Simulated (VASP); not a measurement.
A run of VASP 6.6.1 is set up as follows.

Contents of POSCAR:

```
CdSe
1.0
    0.0000000000      3.0702711986      3.0702711986
    3.0702711986      0.0000000000      3.0702711986
    3.0702711986      3.0702711986      0.0000000000
Cd Se
1 1
Direct
    0.0000000000      0.0000000000      0.0000000000
    0.2500000000      0.2500000000      0.2500000000
```

File INCAR.step1:

```
SYSTEM = CdSe
PREC = Accurate ; ENCUT = 520
EDIFF = 1E-5 ; ISMEAR = -1
SIGMA = 0.05 ; LREAL = .False.
LASPH = .True. ; NELM = 80
ALGO = Normal ; ISIF = 2
LWAVE = .True. ; LCHARG = .False.
NBANDS = 16 ; GGA = PE
```

INCAR.step2

```
SYSTEM = CdSe
PREC = Accurate ; ENCUT = 520
EDIFF = 1E-7 ; ISMEAR = -1
SIGMA = 0.05 ; LREAL = .False.
LASPH = .True. ; NELM = 80
ALGO = Normal ; ISIF = 2
LWAVE = .False. ; LCHARG = .False.
GGA = PE ; LHFCALC = .True.
AEXX = 1.0 ; ALDAC = 0.0
AGGAC = 0.0 ; PRECFOCK = Normal
NBANDS = 16 ; ISTART = 1
```

File KPOINTS:

```
Automatic mesh
0
Gamma
  4 4 4
  0 0 0
```

Potentials or basis: VASP PAW PBE potentials, release 64 (Cd, Se).

Command:

```sh
$ cat potpaw_PBE.64/Cd/POTCAR potpaw_PBE.64/Se/POTCAR > POTCAR
$ cp INCAR.step1 INCAR
$ mpirun -np 1 vasp_std > vasp.out
$ cp INCAR.step2 INCAR
$ mpirun -np 1 vasp_std > vasp.out
```

**Question.** Predict the band gap on the k mesh.

**Answer.** 7.71 eV.

**Question.** Predict the pressure.

**Answer.** 3.8 GPa.

Caveat: the k points lie up to 0.44 Å⁻¹ apart; the PAW data sets were made with another functional, which shifts forces and pressure a little.
